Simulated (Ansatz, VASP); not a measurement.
Two plane-wave programs on Li3Au5

The input INCAR:

```
SYSTEM = Li3Au5
PREC     = Accurate       ! precision mode
ENCUT    = 600            ! plane-wave cutoff, eV
EDIFF    = 1E-6           ! SCF threshold, eV
ISMEAR   = 0              ! smearing method
SIGMA    = 0.1            ! smearing width, eV
LREAL    = .FALSE.        ! projectors in reciprocal space
LASPH    = .TRUE.         ! aspherical terms in the spheres
NELM     = 80             ! most SCF steps
ALGO     = Fast           ! electronic algorithm
ISIF     = 3              ! what is computed and relaxed
LWAVE    = .FALSE.        ! write WAVECAR
LCHARG   = .FALSE.        ! write CHGCAR
GGA      = PE             ! functional
IBRION   = 2              ! ionic algorithm
NSW      = 100            ! ionic steps
EDIFFG   = -0.01          ! ionic threshold
```

File KPOINTS:

```
Automatic mesh
0
G
  8 8 8
  0 0 0
```

The input POSCAR:

```
Li3Au5
1.0
   -3.1980771588      3.1980771588      3.1980771588
    3.1980771588     -3.1980771588      3.1980771588
    3.1980771588      3.1980771588     -3.1980771588
Li Au
3 5
Direct
    0.0000000000      0.5000000000      0.5000000000
    0.5000000000      0.0000000000      0.5000000000
    0.5000000000      0.5000000000      0.0000000000
    0.5000000000      0.5000000000      0.5000000000
    0.0000000000      0.0000000000      0.5000000000
    0.0000000000      0.5000000000      0.0000000000
    0.5000000000      0.0000000000      0.0000000000
    0.0000000000      0.0000000000      0.0000000000
```

Input for Ansatz:

```yaml
crystal:
  lattice:
    - [-3.1980771588, 3.1980771588, 3.1980771588]
    - [3.1980771588, -3.1980771588, 3.1980771588]
    - [3.1980771588, 3.1980771588, -3.1980771588]
  atoms:
    - { symbol: Li, position: [0.0, 0.5, 0.5] }
    - { symbol: Li, position: [0.5, 0.0, 0.5] }
    - { symbol: Li, position: [0.5, 0.5, 0.0] }
    - { symbol: Au, position: [0.5, 0.5, 0.5] }
    - { symbol: Au, position: [0.0, 0.0, 0.5] }
    - { symbol: Au, position: [0.0, 0.5, 0.0] }
    - { symbol: Au, position: [0.5, 0.0, 0.0] }
    - { symbol: Au, position: [0.0, 0.0, 0.0] }
basis:
  ecutwfc: 420
kpoints:
  mp_grid: { grid: [8, 8, 8] }
hamiltonian:
  xc: pbe
scf:
  occupations: { method: gaussian, width: 0.1 }
output:
  forces: true
  stress: true
  eigenvalues: true
relax:
  adjacent_minimum: "off"
  f_tol: 0.01
  max_steps: 80
  cell: { stress_tol: 0.05 }
```

Alike in both runs: task relaxation of cell and atoms; functional PBE; k mesh 8 × 8 × 8; occupations gaussian, width 0.1 eV; no spin polarisation.

```csv
,VASP,Ansatz
version,VASP 6.6.1,Ansatz 0.2.0
potentials or method,"VASP PAW PBE potentials, release 64 (Li_sv, Au), cutoff 600 eV","scalar-relativistic, plane waves, PAW"
valence electrons in the cell,64,104
```

VASP gave:

* gap on the k mesh at the Fermi level, each at its own relaxed structure (eV): none
* relaxed volume (Å³/atom): 16.35
* relaxed length of the cell vector where the two differ most in proportion (Å): 5.539

Question: Which values does Ansatz return?

Answer: gap on the k mesh at the Fermi level, each at its own relaxed structure (eV): none; relaxed volume (Å³/atom): 16.37; relaxed length of the cell vector where the two differ most in proportion (Å): 5.541.

A gap of «none» marks a metal or a gap that the smearing closes. VASP's potentials hold 64 valence electrons a cell and Ansatz's 104, so a difference there can come from the potentials and not from the codes.

Spin-orbit coupling is off throughout. Noted on VASP's run: the cutoff is under 1.25 times that of the potentials, so the pressure is a little rough; the relaxation stopped at its first step, so nothing moved.
